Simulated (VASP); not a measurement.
# Si4Mo3 (P6/mmm) in VASP: notebook

Runs on Si4Mo3. Level: PBE. Tasks: single point.

Everything below comes from runs of VASP 6.6.1. Logs are shortened: lines on timing, memory, paths and dates and some standing lists are left out, and cuts for length are marked.

## (1) The cell of the first run

The structure is hexagonal, space group P6/mmm (No. 191). The conventional cell has a = 5.204 Å, b = 5.204 Å, c = 4.522 Å, α = 90.00°, β = 90.00°, γ = 120.00°. Si (site symmetry 6mm) has 2 Si at 2.25 to 2.27 Å and 6 Mo at 2.83 Å within 3.0 Å. Within 3.6 Å of Si (site symmetry -6m2) lie 6 Mo at 2.71 Å and 9 Si at 3.00 to 3.21 Å. Within 3.4 Å of Mo (site symmetry mmm) lie 4 Mo at 2.60 Å and 8 Si at 2.71 to 2.83 Å.

## (2) Single point, PBE

Contents of INCAR:

```
PREC     = Accurate       # precision mode
ENCUT    = 520            # plane-wave cutoff, eV
EDIFF    = 1E-7           # SCF threshold, eV
ISMEAR   = 0              # smearing method
SIGMA    = 0.2            # smearing width, eV
LREAL    = False          # projectors in reciprocal space
LASPH    = True           # aspherical terms in the spheres
NELM     = 60             # most SCF steps
ALGO     = Normal         # electronic algorithm
ISIF     = 2              # what is computed and relaxed
LWAVE    = False          # write WAVECAR
LCHARG   = False          # write CHGCAR
GGA      = PE             # functional
NBANDS   = 38             # bands
```

Contents of KPOINTS:

```
Automatic mesh
0
Gamma
  4 4 2
```

Contents of POSCAR:

```
Si4Mo3
1.0
    5.2037923748      0.0000000000      0.0000000000
   -2.6018961874      4.5066163926      0.0000000000
    0.0000000000      0.0000000000      4.5223649639
Si Mo
4 3
Direct
    0.0000000000      0.0000000000      0.7488195650
    0.0000000000      0.0000000000      0.2511804350
    0.3333333333      0.6666666667      0.0000104465
    0.6666666667      0.3333333333      0.9999895535
    0.5000000000      0.0000000000      0.5000000000
    0.0000000000      0.5000000000      0.5000000000
    0.5000000000      0.5000000000      0.5000000000
```

Potentials or basis: VASP PAW PBE potentials, release 64 (Si, Mo_sv).

Run with:

```
$ cat potpaw_PBE.64/Si/POTCAR potpaw_PBE.64/Mo_sv/POTCAR > POTCAR
$ mpirun -np 1 vasp_std > vasp.out
```

OUTCAR:

```text
PREC = Accurate
   ENCUT = 520
   EDIFF = 1E-7
   ISMEAR = 0
   LREAL = False
   LASPH = True
   NELM = 60
   ISIF = 2
   GGA = PE

 ion  position               nearest neighbor table
   1  0.000  0.000  0.749-   2 2.25   2 2.27   5 2.83   5 2.83   7 2.83   6 2.83   6 2.83   7 2.83

   2  0.000  0.000  0.251-   1 2.25   1 2.27   5 2.83   5 2.83   6 2.83   6 2.83   7 2.83   7 2.83

   3  0.333  0.667  0.000-   6 2.71   5 2.71   7 2.71   6 2.71   5 2.71   7 2.71   4 3.00   4 3.00
                             4 3.00
   4  0.667  0.333  1.000-   6 2.71   5 2.71   7 2.71   6 2.71   5 2.71   7 2.71   3 3.00   3 3.00
                             3 3.00
   5  0.500  0.000  0.500-   6 2.60   7 2.60   7 2.60   6 2.60   3 2.71   4 2.71   3 2.71   4 2.71
                             2 2.83   1 2.83   2 2.83   1 2.83
   6  0.000  0.500  0.500-   7 2.60   7 2.60   5 2.60   5 2.60   3 2.71   4 2.71   3 2.71   4 2.71
                             1 2.83   2 2.83   2 2.83   1 2.83
   7  0.500  0.500  0.500-   6 2.60   6 2.60   5 2.60   5 2.60   3 2.71   4 2.71   3 2.71   4 2.71
                             2 2.83   1 2.83   1 2.83   2 2.83

  LATTYP: Found a hexagonal cell.
 ALAT       =     5.2037923748
 C/A-ratio  =     0.8690517681

  Lattice vectors:

 A1 = (   5.2037923748,   0.0000000000,   0.0000000000)
 A2 = (  -2.6018961874,   4.5066163926,   0.0000000000)
 A3 = (   0.0000000000,   0.0000000000,   4.5223649639)

Analysis of symmetry for initial positions (statically):
=====================================================================
 Subroutine PRICEL returns:
 Original cell was already a primitive cell.

 Routine SETGRP: Setting up the symmetry group for a
 hexagonal supercell.

 Subroutine GETGRP returns: Found 12 space group operations
 (whereof 12 operations were pure point group operations)
 out of a pool of 24 trial point group operations.

The static configuration has the point symmetry D_3d.

Analysis of symmetry for dynamics (positions and initial velocities):
=====================================================================
 Subroutine PRICEL returns:
 Original cell was already a primitive cell.

 Routine SETGRP: Setting up the symmetry group for a
 hexagonal supercell.

 Subroutine GETGRP returns: Found 12 space group operations
 (whereof 12 operations were pure point group operations)
 out of a pool of 24 trial point group operations.

The dynamic configuration has the point symmetry D_3d.

 Subroutine INISYM returns: Found 12 space group operations
 (whereof 12 operations are pure point group operations),
 and found     1 'primitive' translations

----------------------------------------------------------------------------------------

                                     Primitive cell

  volume of cell :     106.0562

  direct lattice vectors                    reciprocal lattice vectors
     5.203792375  0.000000000  0.000000000     0.192167544  0.110947983  0.000000000
    -2.601896187  4.506616393  0.000000000     0.000000000  0.221895966  0.000000000
     0.000000000  0.000000000  4.522364964     0.000000000  0.000000000  0.221123241

  length of vectors
     5.203792375  5.203792375  4.522364964     0.221895966  0.221895966  0.221123241

  position of ions in fractional coordinates (direct lattice)
     0.000000000  0.000000000  0.748819565
     0.000000000  0.000000000  0.251180435
     0.333333333  0.666666667  0.000010446
     0.666666667  0.333333333  0.999989554
     0.500000000  0.000000000  0.500000000
     1.000000000  0.500000000  0.500000000
     0.500000000  0.500000000  0.500000000

  ion indices of the primitive-cell ions
   primitive index   ion index
                 1           1
                 2           2
                 3           3
                 4           4
                 5           5
                 6           6
                 7           7

----------------------------------------------------------------------------------------

 KPOINTS: Automatic mesh

Automatic generation of k-mesh.
 Grid dimensions read from file:
 generate k-points for:    4    4    2

 Generating k-lattice:

  Cartesian coordinates                     Fractional coordinates (reciprocal lattice)
     0.048041886  0.027736996  0.000000000     0.250000000 -0.000000000  0.000000000
     0.000000000  0.055473992  0.000000000     0.000000000  0.250000000  0.000000000
     0.000000000  0.000000000  0.110561621     0.000000000  0.000000000  0.500000000

  Length of vectors
     0.055473992  0.055473992  0.110561621

  Shift w.r.t. Gamma in fractional coordinates (k-lattice)
     0.000000000  0.000000000  0.000000000

 Subroutine IBZKPT returns following result:
 ===========================================

 Found      8 irreducible k-points:

 Following reciprocal coordinates:
            Coordinates               Weight
  0.000000  0.000000  0.000000      1.000000
  0.250000 -0.000000  0.000000      6.000000
  0.500000 -0.000000  0.000000      3.000000
  0.250000  0.250000  0.000000      6.000000
  0.000000  0.000000  0.500000      1.000000
  0.250000 -0.000000  0.500000      6.000000
  0.500000 -0.000000  0.500000      3.000000
  0.250000  0.250000  0.500000      6.000000
   k-points           NKPTS =      8   k-points in BZ     NKDIM =      8   number of bands    NBANDS=     38
   number of dos      NEDOS =    301   number of ions     NIONS =      7
   total plane-waves  NPLWV =  57600
   dimension x,y,z NGX =    40 NGY =   40 NGZ =   36
   dimension x,y,z NGXF=    80 NGYF=   80 NGZF=   72
   ions per type =               4   3
   NGX,Y,Z   is equivalent  to a cutoff of  12.78, 12.78, 13.23 a.u.
   NGXF,Y,Z  is equivalent  to a cutoff of  25.56, 25.56, 26.47 a.u.
 SYSTEM =  unknown system
   PREC   = accura    normal or accurate (medium, high low for compatibility)
   ISTART =      0    job   : 0-new  1-cont  2-samecut
   ICHARG =      2    charge: 1-file 2-atom 10-const
   ISPIN  =      1    spin polarized calculation?
   LNONCOLLINEAR =      F non collinear calculations
   LSORBIT =      F    spin-orbit coupling
   LASPH  =      T    aspherical Exc in radial PAW
   ENCUT  =  520.0 eV  38.22 Ry    6.18 a.u.   9.68  9.68  8.41*2*pi/ulx,y,z
   NELM   =     60;   NELMIN=  2; NELMDL= -5     # of ELM steps
   EDIFF  = 0.1E-06   stopping-criterion for ELM
   LREAL  =      F    real-space projection
   EDIFFG = 0.1E-05   stopping-criterion for IOM
   NSW    =      0    number of steps for IOM
   IBRION =     -1    ionic relax: 0-MD 1-quasi-New 2-CG
   NFREE  =      0    steps in history (QN), initial steepest desc. (CG)
   ISIF   =      2    stress and relaxation
   ISYM   =      2    0-nonsym 1-usesym 2-fastsym
   POTIM  = 0.5000    time-step for ionic-motion
   TEBEG  =    0.0;   TEEND  =   0.0 temperature during run
   PSTRESS=    0.0 pullay stress
   NELECT =      58.0000    total number of electrons
   NUPDOWN=      -1.0000    fix difference up-down
   EMIN   =  10.00;   EMAX   =-10.00  energy-range for DOS
   EFERMI =   0.00;   METHOD = LEGACY
   ISMEAR =     0;   SIGMA  =   0.20  broadening in eV -4-tet -1-fermi 0-gaus
   EFERMI_NEDOS =   21; number of points for ismear=-14 and -15
   IALGO  =     38    algorithm
   IMIX   =      4    mixing-type and parameters
     AMIX     =   0.40;   BMIX     =  1.00
     AMIX_MAG =   1.60;   BMIX_MAG =  1.00
  volume/ion in A,a.u.               =      15.15       102.24
  Fermi-wavevector in a.u.,A,eV,Ry     =   1.338768  2.529905 24.385732  1.792301
  Thomas-Fermi vector in A             =   2.467213
   LORBIT       =      0    0 simple, 1 ext, 2 COOP (PROOUT), +10 PAW based schemes
   GGA     = PE    functional components
   LHFCALC =     F    Hartree Fock is set to
   AEXX    =    0.0000 exact exchange contribution
   IVDW    =     0    specifies the selected vdW correction
   LEPSILON=     F    determine dielectric tensor
   LRPA    =     F    only Hartree local field effects (RPA)
 non-spin polarized calculation
 Gauss-broadening in eV      SIGMA  =   0.20
  energy-cutoff  :      520.00
  volume of cell :      106.06
 maximum number of plane-waves:      2920
 NGX is ok and might be reduce to    40
   NGX = 19   NGY = 19   NGZ = 17

 number of electron      58.0000013 magnetization

 Free energy of the ion-electron system (eV)
  ---------------------------------------------------
  ext. energy  EPLUGINS =         0.00000000
  ---------------------------------------------------
  free energy    TOTEN  =       -54.13621752 eV

  energy without entropy =      -54.05659965  energy(sigma->0) =      -54.09640858

 E-fermi :  11.2657     XC(G=0): -12.0401

 val. band max:       11.2611018006   @ k =   0.2500  -0.0000   0.5000
 cond. band min:      11.3463020580   @ k =   0.2500  -0.0000   0.0000
 fundamental gap:      0.0852002573
 Fermi energy:        11.2656896556

 k-point     1 :       0.0000    0.0000    0.0000
  band No.  band energies     occupation
      1     -50.0436      2.00000
      2     -49.7510      2.00000
      3     -49.7510      2.00000
      4     -25.1590      2.00000
      5     -24.5366      2.00000
      6     -24.5366      2.00000
[... 30 lines left out ...]
     37      15.8953      0.00000
     38      15.9878      0.00000

 k-point     2 :       0.2500   -0.0000    0.0000
  band No.  band energies     occupation
      1     -50.0073      2.00000
      2     -49.7893      2.00000
      3     -49.7512      2.00000
      4     -24.9732      2.00000
      5     -24.4927      2.00000
      6     -24.3949      2.00000
[... 30 lines left out ...]
     37      14.9047      0.00000
     38      15.3686      0.00000
[... 203 lines left out ...]
     37      14.0492      0.00000
     38      14.2752      0.00000

 k-point     8 :       0.2500    0.2500    0.5000
  band No.  band energies     occupation
      1     -49.9478      2.00000
      2     -49.8504      2.00000
      3     -49.7515      2.00000
      4     -24.6907      2.00000
      5     -24.4484      2.00000
      6     -24.0861      2.00000
[... 30 lines left out ...]
     37      14.1636      0.00000
     38      15.0756      0.00000

------------------------ aborting loop because EDIFF is reached ----------------------------------------

  FORCE on cell =-STRESS in cart. coord.  units (eV):
  Direction    XX          YY          ZZ          XY          YZ          ZX
  --------------------------------------------------------------------------------------
  -------------------------------------------------------------------------------------
  Total        0.2822776      0.2822776      0.1383277      0.0000000      0.0000000      0.0000000
  in kB        4.2643300      4.2643300      2.0896985      0.0000000      0.0000000      0.0000000
  external PRESSURE =       3.5394528 kB  Pullay stress =       0.0000000 kB

 VOLUME and BASIS-vectors are now :
 -----------------------------------------------------------------------------
  energy-cutoff  :      520.00
  volume of cell :      106.06
      direct lattice vectors                 reciprocal lattice vectors
     5.203792375  0.000000000  0.000000000     0.192167544  0.110947983  0.000000000
    -2.601896187  4.506616393  0.000000000     0.000000000  0.221895966  0.000000000
     0.000000000  0.000000000  4.522364964     0.000000000  0.000000000  0.221123241

 POSITION                                       TOTAL-FORCE (eV/Angst)
 -----------------------------------------------------------------------------------
      0.00000      0.00000      3.38644        -0.000000      0.000000     -0.008279
      0.00000      0.00000      1.13593         0.000000     -0.000000      0.008279
     -0.00000      3.00441      0.00005         0.000000      0.000000     -0.000424
      2.60190      1.50221      4.52232        -0.000000      0.000000      0.000424
      2.60190      0.00000      2.26118        -0.000000      0.000000      0.000000
     -1.30095      2.25331      2.26118         0.000000      0.000000      0.000000
      1.30095      2.25331      2.26118         0.000000      0.000000      0.000000
 -----------------------------------------------------------------------------------
    total drift:                               -0.000000      0.000000     -0.000000

  FREE ENERGIE OF THE ION-ELECTRON SYSTEM (eV)
  ---------------------------------------------------
  free  energy   TOTEN  =       -54.1362175161 eV

  energy  without entropy=      -54.0565996478  energy(sigma->0) =      -54.09640858
```

It took 29 s on 1 thread of Intel Xeon Platinum 8559C (Emerald Rapids), shared host; peak memory 0.23 GiB.

Results:

```
Free energy            : -54.1362 eV
Pressure               : 0.4 GPa
Largest force          : 0.008 eV/Å
Band gap on the k mesh : zero (band 29 reaches 12.22 eV, above the bottom of band 30 at 10.61 eV)
```

Forces on the atoms (eV/Å):
```
Si   0.000  0.000 -0.008
Si   0.000  0.000  0.008
Si   0.000  0.000  0.000
Si   0.000  0.000  0.000
Mo   0.000  0.000  0.000
Mo   0.000  0.000  0.000
Mo   0.000  0.000  0.000
```

Stress tensor (GPa, compression positive):
```
0.43 0.00 0.00
0.00 0.43 0.00
0.00 0.00 0.21
```

Levels at points of the mesh, in eV from the Fermi level:
```tsv
k point	band 27	band 28	band 29	band 30	band 31	band 32
(0.00, 0.00, 0.00)	-3.43	-0.13	0.96	0.96	1.15	1.31
(0.50, 0.00, 0.00)	-1.78	-0.93	-0.23	0.90	1.21	1.21
(0.00, 0.00, 0.50)	-0.79	-0.45	-0.45	0.94	1.02	1.02
(0.50, 0.00, 0.50)	-1.44	-1.09	-1.07	-0.53	-0.38	0.44
```

Caveat: the k points lie up to 0.69 Å⁻¹ apart.

(Continued in part 2 of 2.)
